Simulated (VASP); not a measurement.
A run of VASP 6.6.1 is set up as follows.

INCAR

```
SYSTEM = Al32H
  ALGO = Normal
  EDIFF = 1E-6
  ENCUT = 520
  GGA = PS
  ISIF = 2
  ISMEAR = 0
  LASPH = .TRUE.
  LCHARG = .FALSE.
  LREAL = Auto
  LWAVE = .FALSE.
  NBANDS = 70
  NELM = 80
  PREC = Accurate
  SIGMA = 0.15
```

Contents of KPOINTS:

```
k-points
0
G
  3 3 3
  0 0 0
```

File POSCAR:

```
Al32H
1.0
    8.1000000000      0.0000000000      0.0000000000
    0.0000000000      8.1000000000      0.0000000000
    0.0000000000      0.0000000000      8.1000000000
Al H
32 1
Direct
    0.5011893827      0.0011290123      0.0013007407
    0.7511154321      0.2484377778     -0.0004544444
    0.7511156790     -0.0006248148      0.2486096296
    0.0011845679     -0.0019193827     -0.0017476543
    0.2507779012      0.2484295062     -0.0013235802
    0.5020487654      0.4985691358      0.0006638272
    0.7487209877      0.7495191358      0.0006670370
    0.2507783951     -0.0014965432      0.2486007407
    0.5025227160      0.2497464198      0.2499169136
    0.7505562963      0.4993102469      0.2508758025
    0.5020490123      0.0004940741      0.4987397531
    0.7505570370      0.2507064198      0.4994796296
    0.7487225926      0.0004980247      0.7496880247
   -0.0033197531      0.4959853086      0.0012667901
    0.2426990123      0.7289929630      0.0211644444
   -0.0005076543      0.2490479012      0.2492187654
    0.2508461728      0.4939822222      0.2561965432
    0.5020371605      0.7495201235      0.2516172840
   -0.0033182716      0.0010962963      0.4961564198
    0.2508461728      0.2560232099      0.4941550617
    0.5025149383      0.5002640741      0.5004344444
    0.7511108642      0.7506325926      0.5017371605
    0.2427029630      0.0209855556      0.7291724691
    0.5020374074      0.2514467901      0.7496898765
    0.7511109877      0.5015656790      0.7508029630
   -0.0033054321      0.7489113580      0.2541882716
   -0.0005007407      0.5009619753      0.5011328395
    0.2507791358      0.7515067901      0.5017756790
   -0.0033040741      0.2540171605      0.7490818519
    0.2507796296      0.5016043210      0.7516793827
    0.5011850617      0.7488958025      0.7490675309
    0.0011708642      0.7519213580      0.7520929630
    0.3159255556      0.8752638272      0.8754424691
```

Potentials or basis: VASP PAW PBE potentials, release 64 (Al, H).

Launch:

```bash
$ cat potpaw_PBE.64/Al/POTCAR potpaw_PBE.64/H/POTCAR > POTCAR
$ mpirun -np 1 vasp_std > vasp.out
```

(1) Predict the pressure.

(2) Estimate the largest force.

(3) Estimate the band gap on the k mesh.

## Answers

(1) -0.9 GPa.

(2) 0.493 eV/Å.

(3) zero (an odd number of electrons rules out a gap without spin polarisation).

Caveat: the PAW data sets were made with another functional, which shifts forces and pressure a little.
